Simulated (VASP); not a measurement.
WCl:

```xyz
4
Lattice="1.6500 0.9526 9.3000 -1.6500 0.9526 9.3000 0.0000 -1.9053 9.3000" Properties=species:S:1:pos:R:3 pbc="T T T"
W     0.0000    0.0000   22.2754
W     0.0000    0.0000    5.6246
Cl    0.0000    0.0000   11.3274
Cl    0.0000    0.0000   16.5726
```

- Program: VASP 6.6.1
- Task: relaxation of cell and atoms
- Functional: PBE
- Potentials or basis: VASP PAW PBE potentials, release 64 (W_sv, Cl)
- Cutoff: 600 eV
- k mesh: 7 × 7 × 7
- Occupations: gaussian, width 0.2 eV
- Spin: no spin polarisation

At the start: pressure -2.9 GPa; volume 21.93 Å³/atom.

How do energy, volume and symmetry change on relaxing?

Over 10 steps the energy falls by 236.0 meV/atom and the volume is 22.23 Å³/atom (+1.4 %); space group R-3m (No. 166, to 0.1 Å) before and after.

The path:
```tsv
step	energy change (eV)	largest force (eV/Å)	pressure (GPa)	volume (Å³)
1	0.0000	1.7246	-2.92	87.71
2	-0.5417	1.7941	5.09	82.59
3	-0.5612	1.5087	7.66	81.40
4	-0.6897	1.4059	6.20	83.87
5	-0.7230	0.2956	6.35	83.21
6	-0.8727	0.3901	0.03	87.45
7	-0.8841	0.4923	-2.18	89.24
8	-0.9332	0.4704	-0.49	89.13
9	-0.9339	0.6032	-0.25	89.12
10	-0.9441	0.0342	-0.28	88.90
```

Final structure:
```cif
data_structure
_symmetry_space_group_name_H-M 'P 1'
_symmetry_Int_Tables_number 1
_cell_length_a 9.7400
_cell_length_b 9.7400
_cell_length_c 9.7400
_cell_angle_alpha 19.374
_cell_angle_beta 19.374
_cell_angle_gamma 19.374
_cell_volume 88.90
loop_
_atom_site_label
_atom_site_type_symbol
_atom_site_fract_x
_atom_site_fract_y
_atom_site_fract_z
_atom_site_occupancy
W1 W 0.80400 0.80400 0.80400 1
W2 W 0.19600 0.19600 0.19600 1
Cl1 Cl 0.40309 0.40309 0.40309 1
Cl2 Cl 0.59691 0.59691 0.59691 1
```

Caveat: the relaxation stopped at a loose force limit of 0.08 eV/Å, so its end isn't a converged minimum.
